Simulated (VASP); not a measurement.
Runs of VASP 6.6.1 on FeGe. The structure is cubic, space group P2_13 (No. 198). Conventional cell: a = 4.689 Å, b = 4.689 Å, c = 4.689 Å, α = 90.00°, β = 90.00°, γ = 90.00°. Within 3.1 Å of Ge (site symmetry 3) lie 7 Fe at 2.38 to 2.64 Å and 6 Ge at 2.90 Å. Within 3.1 Å of Fe (site symmetry 3) lie 7 Ge at 2.38 to 2.64 Å and 6 Fe at 2.87 Å. 

| level | potentials or basis | spin | fixed moment (μB) | k mesh | cutoff (eV) | pressure (GPa) | moment (μB) | largest force (eV/Å) |
| --- | --- | --- | --- | --- | --- | --- | --- | --- |
| PBEsol | VASP PAW PBE potentials, release 64 (Ge_d, Fe) | collinear, zero start | 0.0 | 5 × 5 × 5 | 520 | (b) | 0.00 | 0.39 |
| PBEsol | VASP PAW PBE potentials, release 64 (Ge_d, Fe) | collinear, ferromagnetic start | 9.0 | 5 × 5 × 5 | 520 | (a) | 9.00 | 0.29 |
| PBEsol | VASP PAW PBE potentials, release 64 (Ge_d, Fe) | collinear, ferromagnetic start | 6.0 | 5 × 5 × 5 | 520 | -5.8 | 6.00 | 0.09 |
| PBEsol | VASP PAW PBE potentials, release 64 (Ge_d, Fe) | collinear, ferromagnetic start | 3.0 | 5 × 5 × 5 | 520 | -11.1 | 3.00 | 0.19 |
| LDA | VASP PAW LDA potentials, release 64 (Ge_d, Fe) | collinear, ferromagnetic start | - | 6 × 6 × 6 | 600 | -14.9 | 3.98 | 0.22 |

Alike in all rows: task single point; cell as given; smearing fermi-dirac 0.05 eV.

Question: Fill in the values left out.

Answer: (a) 3.6; (b) -12.6.

Caveats: the cell stands under tension (at least some runs); the PAW data sets were made with another functional, which shifts forces and pressure a little (at least some runs); the total moment is fixed, so each spin has its own Fermi level and the state may be an excited one (at least some runs); the total moment is fixed, so each spin has its own Fermi level (at least some runs); the cell stands under pressure (at least some runs).
